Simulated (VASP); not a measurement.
## Os: single point with PBE

Crystal: Os.

```
Os
1.0
     4.32384    0.00000    0.00000
    -2.16192    3.74456    0.00000
     0.00000    0.00000    2.72108
Os
3
Direct
  0.00000 0.00000 0.00000
  0.33333 0.66667 0.50000
  0.66667 0.33333 0.50000
```

This isn't the form of Os at room conditions, which is hcp.

```json
{"Program": "VASP 6.6.1", "Task": "single point", "Functional": "PBE", "Potentials or basis": "VASP PAW PBE potentials, release 64 (Os)", "Cutoff": "520 eV", "k mesh": "11 × 11 × 15", "Occupations": "fermi-dirac, width 0.1 eV", "Spin": "no spin polarisation", "Dipole correction": "no", "Further INCAR settings": "ALGO = Normal; EDIFF = 1e-07; NBANDS = 19"}
```

| Quantity | Value |
| --- | --- |
| Pressure | -0.2 GPa |
| Band gap on the k mesh | zero (bands 12 and 13 overlap by 2.53 eV) |

Stress tensor (GPa, compression positive):
```
-0.37  0.00  0.00
 0.00 -0.37  0.00
 0.00  0.00  0.10
```

Levels at points of the mesh, in eV from the Fermi level:
| k point | band 10 | band 11 | band 12 | band 13 | band 14 | band 15 |
| --- | --- | --- | --- | --- | --- | --- |
| (0.00, 0.00, 0.00) | -2.36 | -1.56 | -1.56 | -1.49 | -1.49 | 2.29 |

It took 60 s on 1 thread of AMD EPYC 9R45 96-Core Processor (Zen 5), on a shared host, peak memory 0.19 GiB.

Caveat: spin-orbit coupling is left out, which moves the levels of the heavy elements.
